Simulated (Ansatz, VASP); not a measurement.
**One calculation of AlGa3N4, two programs**

INCAR

```
SYSTEM = AlGa3N4
ALGO = Normal
EDIFF = 1E-6
ENCUT = 520
ISIF = 2
ISMEAR = 0
LASPH = .TRUE.
LCHARG = .FALSE.
LREAL = .FALSE.
LWAVE = .FALSE.
NBANDS = 41
NELM = 80
PREC = Accurate
SIGMA = 0.05
```

KPOINTS

```
k-points
0
G
  6 6 6
  0 0 0
```

The input POSCAR:

```
AlGa3N4
1.0
    4.4941369254     -0.1996420665     -0.1996420665
   -0.1996420665      4.4941369254     -0.1996420665
   -0.1996420665     -0.1996420665      4.4941369254
Al Ga N
1 3 4
Direct
    0.0000000000      0.0000000000      0.0000000000
    0.5000000000      0.5000000000      0.0000000000
    0.5000000000      0.0000000000      0.5000000000
    0.0000000000      0.5000000000      0.5000000000
    0.7548078379      0.7548078379      0.2451921621
    0.7548078379      0.2451921621      0.7548078379
    0.2451921621      0.7548078379      0.7548078379
    0.2451921621      0.2451921621      0.2451921621
```

Input for Ansatz:

```yaml
crystal:
  lattice:
    - [4.4941369254, -0.1996420665, -0.1996420665]
    - [-0.1996420665, 4.4941369254, -0.1996420665]
    - [-0.1996420665, -0.1996420665, 4.4941369254]
  atoms:
    - { symbol: Al, position: [0.0, 0.0, 0.0] }
    - { symbol: Ga, position: [0.5, 0.5, 0.0] }
    - { symbol: Ga, position: [0.5, 0.0, 0.5] }
    - { symbol: Ga, position: [0.0, 0.5, 0.5] }
    - { symbol: "N", position: [0.7548078379, 0.7548078379, 0.2451921621] }
    - { symbol: "N", position: [0.7548078379, 0.2451921621, 0.7548078379] }
    - { symbol: "N", position: [0.2451921621, 0.7548078379, 0.7548078379] }
    - { symbol: "N", position: [0.2451921621, 0.2451921621, 0.2451921621] }
basis:
  ecutwfc: 520.0
kpoints:
  mp_grid: { grid: [6, 6, 6] }
hamiltonian:
  xc: lda
  pseudopotentials: { kind: paw, azcp: { folder: soft_1 } }
scf:
  occupations: { method: gaussian, width: 0.05 }
output:
  forces: true
  stress: true
  eigenvalues: true
  write_density: true
  write_potential: true
  elf: true
  volumetric_format: npy
```

Alike in both runs: task single point; functional LDA; k mesh 6 × 6 × 6; occupations gaussian, width 0.05 eV; no spin polarisation.

|  | VASP | Ansatz |
| --- | --- | --- |
| version | VASP 6.6.1 | Ansatz 0.2.0 |
| potentials or method | VASP PAW LDA potentials, release 64 (Al, Ga_d, N), cutoff 520 eV | scalar-relativistic, plane waves, PAW |
| valence electrons in the cell | 62 | 62 |

|  | VASP | Ansatz | Ansatz less VASP |
| --- | --- | --- | --- |
| gap on the k mesh at the Fermi level (eV) | 1.74 | 1.74 | 0.000 |
| least direct gap on the mesh (eV) | 1.74 | 1.74 | 0.000 |
| pressure (GPa) | -1.0 | -1.9 | -0.91 |
| traceless stress, the component that is largest in VASP (GPa) | 19.81 | 19.52 | -0.287 |
| rms of the force components (eV/Å) | 1.258 | 1.221 | -0.0370 |

Ansatz warns that its potentials were made for another functional, while VASP's fit it. LDA's correlation is that of Perdew and Zunger in VASP and of Perdew and Wang (1992) in Ansatz. Atom by atom the forces differ by 0.038 eV/Å (rms over components).
